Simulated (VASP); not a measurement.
# PbSe in VASP: notebook

The runs below take PbSe through single point, with PBEsol.

Everything below comes from runs of VASP 6.6.1. Logs are shortened: lines on timing, memory, paths and dates and some standing lists are left out, and cuts for length are marked.

## 1. The cell of the first run

Symmetry: I4mm, No. 107, tetragonal system. Conventional cell: a = 4.315 Å, b = 4.315 Å, c = 6.103 Å, α = 90.00°, β = 90.00°, γ = 90.00°. Pb (site symmetry 4mm) has 6 Se at 3.00 to 3.10 Å within 4.0 Å. Within 4.0 Å of Se (site symmetry 4mm) lie 6 Pb at 3.00 to 3.10 Å.

## 2. Single point, PBEsol (atom 2 (Se) moved 0.05 Å along x)

INCAR reads:

```
PREC = Accurate ; ENCUT = 520
EDIFF = 1E-6 ; ISMEAR = 0
SIGMA = 0.05 ; LREAL = False
LASPH = True ; NELM = 100
ALGO = Normal ; ISIF = 2
LWAVE = False ; LCHARG = False
GGA = PS ; NBANDS = 17
```

KPOINTS reads:

```
regular mesh
0
Gamma
  10 10 10
```

POSCAR reads:

```
PbSe
1.0
    0.0000000000      3.0514720916      3.0514720916
    3.0514720916      0.0000000000      3.0514720916
    3.0514720916      3.0514720916      0.0000000000
Pb Se
1 1
Direct
    0.5000000000      0.5000000000      0.5000000000
   -0.0081927670      0.0081927670      0.0081927670
```

Potentials or basis: VASP PAW PBE potentials, release 64 (Pb_d, Se).

Run with:

```
> cat potpaw_PBE.64/Pb_d/POTCAR potpaw_PBE.64/Se/POTCAR > POTCAR
> mpirun -np 1 vasp_std > vasp.out
```

OUTCAR:

```text
PREC = Accurate
   ENCUT = 520
   EDIFF = 1E-6
   ISMEAR = 0
   LREAL = False
   LASPH = True
   NELM = 100
   ISIF = 2
   GGA = PS

 ion  position               nearest neighbor table
   1  0.500  0.500  0.500-   2 3.00   2 3.05   2 3.05   2 3.05   2 3.05   2 3.10
   2  0.992  0.008  0.008-   1 3.00   1 3.05   1 3.05   1 3.05   1 3.05   1 3.10

  LATTYP: Found a face centered cubic cell.
 ALAT       =     6.1029441832

  Lattice vectors:

 A1 = (   0.0000000000,   3.0514720916,   3.0514720916)
 A2 = (   3.0514720916,   0.0000000000,   3.0514720916)
 A3 = (   3.0514720916,   3.0514720916,   0.0000000000)

Analysis of symmetry for initial positions (statically):
=====================================================================
 Subroutine PRICEL returns:
 Original cell was already a primitive cell.

 Routine SETGRP: Setting up the symmetry group for a
 face centered cubic supercell.

 Subroutine GETGRP returns: Found  8 space group operations
 (whereof  8 operations were pure point group operations)
 out of a pool of 48 trial point group operations.

The static configuration has the point symmetry C_4v.

Analysis of symmetry for dynamics (positions and initial velocities):
=====================================================================
 Subroutine PRICEL returns:
 Original cell was already a primitive cell.

 Routine SETGRP: Setting up the symmetry group for a
 face centered cubic supercell.

 Subroutine GETGRP returns: Found  8 space group operations
 (whereof  8 operations were pure point group operations)
 out of a pool of 48 trial point group operations.

The dynamic configuration has the point symmetry C_4v.

 Subroutine INISYM returns: Found  8 space group operations
 (whereof  8 operations are pure point group operations),
 and found     1 'primitive' translations

----------------------------------------------------------------------------------------

                                     Primitive cell

  volume of cell :      56.8275

  direct lattice vectors                    reciprocal lattice vectors
     0.000000000  3.051472092  3.051472092    -0.163855341  0.163855341  0.163855341
     3.051472092  0.000000000  3.051472092     0.163855341 -0.163855341  0.163855341
     3.051472092  3.051472092  0.000000000     0.163855341  0.163855341 -0.163855341

  length of vectors
     4.315433217  4.315433217  4.315433217     0.283805776  0.283805776  0.283805776

  position of ions in fractional coordinates (direct lattice)
     0.500000000  0.500000000  0.500000000
[... 78 lines left out ...]
   EDIFF  = 0.1E-05   stopping-criterion for ELM
   LREAL  =      F    real-space projection
   EDIFFG = 0.1E-04   stopping-criterion for IOM
   NSW    =      0    number of steps for IOM
   IBRION =     -1    ionic relax: 0-MD 1-quasi-New 2-CG
   NFREE  =      0    steps in history (QN), initial steepest desc. (CG)
   ISIF   =      2    stress and relaxation
   ISYM   =      2    0-nonsym 1-usesym 2-fastsym
   POTIM  = 0.5000    time-step for ionic-motion
   TEBEG  =    0.0;   TEEND  =   0.0 temperature during run
   PSTRESS=    0.0 pullay stress
   NELECT =      20.0000    total number of electrons
   NUPDOWN=      -1.0000    fix difference up-down
   EMIN   =  10.00;   EMAX   =-10.00  energy-range for DOS
   EFERMI =   0.00;   METHOD = LEGACY
   ISMEAR =     0;   SIGMA  =   0.05  broadening in eV -4-tet -1-fermi 0-gaus
   EFERMI_NEDOS =   21; number of points for ismear=-14 and -15
   IALGO  =     38    algorithm
   IMIX   =      4    mixing-type and parameters
     AMIX     =   0.40;   BMIX     =  1.00
     AMIX_MAG =   1.60;   BMIX_MAG =  1.00
  volume/ion in A,a.u.               =      28.41       191.75
  Fermi-wavevector in a.u.,A,eV,Ry     =   1.155843  2.184226 18.177010  1.335973
  Thomas-Fermi vector in A             =   2.292468
   LORBIT       =      0    0 simple, 1 ext, 2 COOP (PROOUT), +10 PAW based schemes
   GGA     = PS    functional components
   LHFCALC =     F    Hartree Fock is set to
   AEXX    =    0.0000 exact exchange contribution
   IVDW    =     0    specifies the selected vdW correction
   LEPSILON=     F    determine dielectric tensor
   LRPA    =     F    only Hartree local field effects (RPA)
 non-spin polarized calculation
 Gauss-broadening in eV      SIGMA  =   0.05
  energy-cutoff  :      520.00
  volume of cell :       56.83
 maximum number of plane-waves:      1544
   NGX = 17   NGY = 17   NGZ = 17

 number of electron      20.0000001 magnetization

 Free energy of the ion-electron system (eV)
  ---------------------------------------------------
  ext. energy  EPLUGINS =         0.00000000
  ---------------------------------------------------
  free energy    TOTEN  =        -8.91603383 eV

  energy without entropy =       -8.91603257  energy(sigma->0) =       -8.91603320

 E-fermi :   5.1174     XC(G=0):  -9.7599

 val. band max:        5.0034513316   @ k =   0.5000   0.0000   0.0000
 cond. band min:       5.2312658080   @ k =   0.5000   0.0000   0.0000
 fundamental gap:      0.2278144763
 Fermi energy:         5.1173585695

 k-point     1 :       0.0000    0.0000    0.0000
  band No.  band energies     occupation
      1     -11.7372      2.00000
      2     -11.7367      2.00000
      3     -11.7367      2.00000
      4     -11.7360      2.00000
      5     -11.7360      2.00000
      6      -8.6637      2.00000
[... 457 lines left out ...]
      4     -11.7318      2.00000
      5     -11.7261      2.00000
      6      -8.4582      2.00000
[... 9 lines left out ...]
     16      12.4721      0.00000
     17      14.0114      0.00000

 [... further k-points ...]

------------------------ aborting loop because EDIFF is reached ----------------------------------------

  FORCE on cell =-STRESS in cart. coord.  units (eV):
  Direction    XX          YY          ZZ          XY          YZ          ZX
  --------------------------------------------------------------------------------------
  -------------------------------------------------------------------------------------
  Total        0.0326433     -0.0058827     -0.0058827      0.0000000      0.0000000      0.0000000
  in kB        0.9203356     -0.1658563     -0.1658563      0.0000000      0.0000000      0.0000000
  external PRESSURE =       0.1962076 kB  Pullay stress =       0.0000000 kB

 VOLUME and BASIS-vectors are now :
 -----------------------------------------------------------------------------
  energy-cutoff  :      520.00
  volume of cell :       56.83
      direct lattice vectors                 reciprocal lattice vectors
     0.000000000  3.051472092  3.051472092    -0.163855341  0.163855341  0.163855341
     3.051472092  0.000000000  3.051472092     0.163855341 -0.163855341  0.163855341
     3.051472092  3.051472092  0.000000000     0.163855341  0.163855341 -0.163855341

 POSITION                                       TOTAL-FORCE (eV/Angst)
 -----------------------------------------------------------------------------------
      3.05147      3.05147      3.05147         0.026683      0.000000      0.000000
      0.05000      3.05147      3.05147        -0.026683      0.000000      0.000000
 -----------------------------------------------------------------------------------
    total drift:                                0.000095      0.000000      0.000000

  FREE ENERGIE OF THE ION-ELECTRON SYSTEM (eV)
  ---------------------------------------------------
  free  energy   TOTEN  =        -8.9160338278 eV

  energy  without entropy=       -8.9160325703  energy(sigma->0) =       -8.91603320
```

Wall time 2.7 min (1 thread of Intel Xeon 8259CL, shared host); peak memory 0.22 GiB.

What came out:

```yaml
Free_energy: -8.9160 eV
Pressure: 0.0 GPa
Largest_force: 0.027 eV/Å
Band_gap_on_the_k_mesh: 0.23 eV
```

Forces on the atoms (eV/Å):
```
Pb   0.027  0.000  0.000
Se  -0.027  0.000  0.000
```

Caveat: the cell differs from its parent crystal (atom 2 (Se) moved 0.05 Å along x); the PAW data sets were made with another functional, which shifts forces and pressure a little; spin-orbit coupling is left out, which moves the levels of the heavy elements. A k mesh can miss the band edges.

## 3. Single point, PBEsol

INCAR reads:

```
SYSTEM = PbSe
  PREC = Accurate
  ENCUT = 520
  EDIFF = 1E-6
  ISMEAR = 0
  SIGMA = 0.05
  LREAL = .FALSE.
  LASPH = .TRUE.
  NELM = 100
  ALGO = Normal
  ISIF = 2
  LWAVE = .FALSE.
  LCHARG = .TRUE.
  GGA = PS
  LELF = .TRUE.
  LVHAR = .TRUE.
  NBANDS = 17
```

KPOINTS reads:

```
regular mesh
0
G
  10 10 10
  0 0 0
```

POSCAR reads:

```
PbSe
1.0
   -0.0305147209      3.0514720916      3.0514720916
    3.0514720916     -0.0305147209      3.0514720916
    3.0209573707      3.0209573707      0.0000000000
Pb Se
1 1
Direct
    0.5000000000      0.5000000000      0.5000000000
    0.0000000000      0.0000000000      0.0000000000
```

Potentials or basis: VASP PAW PBE potentials, release 64 (Pb_d, Se).

Run with:

```
> cat potpaw_PBE.64/Pb_d/POTCAR potpaw_PBE.64/Se/POTCAR > POTCAR
> mpirun -np 1 vasp_std > vasp.out
```

OUTCAR:

```text
SYSTEM = PbSe
   PREC = Accurate
   ENCUT = 520
   EDIFF = 1E-6
   ISMEAR = 0
   LREAL = .FALSE.
   LASPH = .TRUE.
   NELM = 100
   ISIF = 2
   GGA = PS

 ion  position               nearest neighbor table
   1  0.500  0.500  0.500-   2 3.05   2 3.05   2 3.05   2 3.05   2 3.05   2 3.05
   2  0.000  0.000  0.000-   1 3.05   1 3.05   1 3.05   1 3.05   1 3.05   1 3.05

  LATTYP: Found a body centered orthorhombic cell.
 ALAT       =     4.2722788850
 B/A-ratio  =     1.0202020202
 C/A-ratio  =     1.4284985478

  Lattice vectors:

 A1 = (   0.0305147209,  -3.0514720916,  -3.0514720916)
 A2 = (  -0.0305147209,   3.0514720916,  -3.0514720916)
 A3 = (   3.0514720916,  -0.0305147209,   3.0514720916)

Analysis of symmetry for initial positions (statically):
=====================================================================
 Subroutine PRICEL returns:
 Original cell was already a primitive cell.

 Routine SETGRP: Setting up the symmetry group for a
 body centered orthorhombic supercell.

 Subroutine GETGRP returns: Found  8 space group operations
 (whereof  8 operations were pure point group operations)
 out of a pool of  8 trial point group operations.

The static configuration has the point symmetry D_2h.

Analysis of symmetry for dynamics (positions and initial velocities):
=====================================================================
 Subroutine PRICEL returns:
 Original cell was already a primitive cell.

 Routine SETGRP: Setting up the symmetry group for a
 body centered orthorhombic supercell.

 Subroutine GETGRP returns: Found  8 space group operations
 (whereof  8 operations were pure point group operations)
 out of a pool of  8 trial point group operations.

The dynamic configuration has the point symmetry D_2h.

 Subroutine INISYM returns: Found  8 space group operations
 (whereof  8 operations are pure point group operations),
 and found     1 'primitive' translations

----------------------------------------------------------------------------------------

                                     Primitive cell
[... 112 lines left out ...]
  volume/ion in A,a.u.               =      28.41       191.73
  Fermi-wavevector in a.u.,A,eV,Ry     =   1.155881  2.184299 18.178221  1.336062
  Thomas-Fermi vector in A             =   2.292506
   LORBIT       =      0    0 simple, 1 ext, 2 COOP (PROOUT), +10 PAW based schemes
   GGA     = PS    functional components
   LHFCALC =     F    Hartree Fock is set to
   AEXX    =    0.0000 exact exchange contribution
   IVDW    =     0    specifies the selected vdW correction
   LEPSILON=     F    determine dielectric tensor
   LRPA    =     F    only Hartree local field effects (RPA)
 non-spin polarized calculation
 Gauss-broadening in eV      SIGMA  =   0.05
  energy-cutoff  :      520.00
  volume of cell :       56.82
 maximum number of plane-waves:      1552
   NGX = 17   NGY = 17   NGZ = 15

 number of electron      20.0000003 magnetization

 Free energy of the ion-electron system (eV)
  ---------------------------------------------------
  ext. energy  EPLUGINS =         0.00000000
  ---------------------------------------------------
  free energy    TOTEN  =        -8.91542120 eV

  energy without entropy =       -8.91535825  energy(sigma->0) =       -8.91538972

 E-fermi :   5.1138     XC(G=0):  -9.7610

 val. band max:        5.0755024614   @ k =   0.5000   0.0000   0.0000
 cond. band min:       5.1520370176   @ k =   0.0000   0.0000   0.5000
 fundamental gap:      0.0765345562
 Fermi energy:         5.1137764560

 k-point     1 :       0.0000    0.0000    0.0000
  band No.  band energies     occupation
      1     -11.7420      2.00000
      2     -11.7386      2.00000
      3     -11.7372      2.00000
      4     -11.7367      2.00000
      5     -11.7330      2.00000
      6      -8.6594      2.00000
[... 457 lines left out ...]
      4     -11.7015      2.00000
      5     -11.7007      2.00000
      6      -7.5393      2.00000
[... 9 lines left out ...]
     16      15.7482      0.00000
     17      16.4818      0.00000

 [... further k-points ...]

------------------------ aborting loop because EDIFF is reached ----------------------------------------

  FORCE on cell =-STRESS in cart. coord.  units (eV):
  Direction    XX          YY          ZZ          XY          YZ          ZX
  --------------------------------------------------------------------------------------
  -------------------------------------------------------------------------------------
  Total       -0.0040142     -0.0040142     -0.0070754      0.1222336      0.0000000      0.0000000
  in kB       -0.1131871     -0.1131871     -0.1995019      3.4465651      0.0000000      0.0000000
  external PRESSURE =      -0.1419587 kB  Pullay stress =       0.0000000 kB

 VOLUME and BASIS-vectors are now :
 -----------------------------------------------------------------------------
  energy-cutoff  :      520.00
  volume of cell :       56.82
      direct lattice vectors                 reciprocal lattice vectors
    -0.030514721  3.051472092  3.051472092    -0.162233011  0.162233011  0.163855341
     3.051472092 -0.030514721  3.051472092     0.162233011 -0.162233011  0.163855341
     3.020957371  3.020957371  0.000000000     0.165510445  0.165510445 -0.163855341

 POSITION                                       TOTAL-FORCE (eV/Angst)
 -----------------------------------------------------------------------------------
      3.02096      3.02096      3.05147        -0.000000      0.000000      0.000000
      0.00000      0.00000      0.00000         0.000000     -0.000000     -0.000000
 -----------------------------------------------------------------------------------
    total drift:                               -0.000000     -0.000000      0.000000

  FREE ENERGIE OF THE ION-ELECTRON SYSTEM (eV)
  ---------------------------------------------------
  free  energy   TOTEN  =        -8.9154211962 eV

  energy  without entropy=       -8.9153582491  energy(sigma->0) =       -8.91538972
```

stdout:

```text
POSCAR found type information on POSCAR PbSe
 POSCAR found :  2 types and       2 ions
 scaLAPACK will be used
 -----------------------------------------------------------------------------
|                                                                             |
|                                                                             |
|     You enforced a specific xc type in the INCAR file but a different       |
|     I HOPE YOU KNOW WHAT YOU ARE DOING!                                     |
|                                                                             |
 -----------------------------------------------------------------------------

 LDA part: xc-table for (Slater+PW92), standard interpolation
 POSCAR, INCAR and KPOINTS ok, starting setup
 FFT: planning ... GRIDC
 FFT: planning ... GRID_SOFT
 FFT: planning ... GRID
 WAVECAR not read
 entering main loop
```

Run time: 4.7 min. Hardware: 1 thread of Intel Xeon 8259CL, shared host; peak memory 0.27 GiB.

What came out:

- Free energy: -8.9154 eV
- Pressure: 0.0 GPa
- Band gap on the k mesh: 0.08 eV (least direct gap 0.17 eV)

Caveat: the PAW data sets were made with another functional, which shifts forces and pressure a little; spin-orbit coupling is left out, which moves the levels of the heavy elements. A k mesh can miss the band edges.
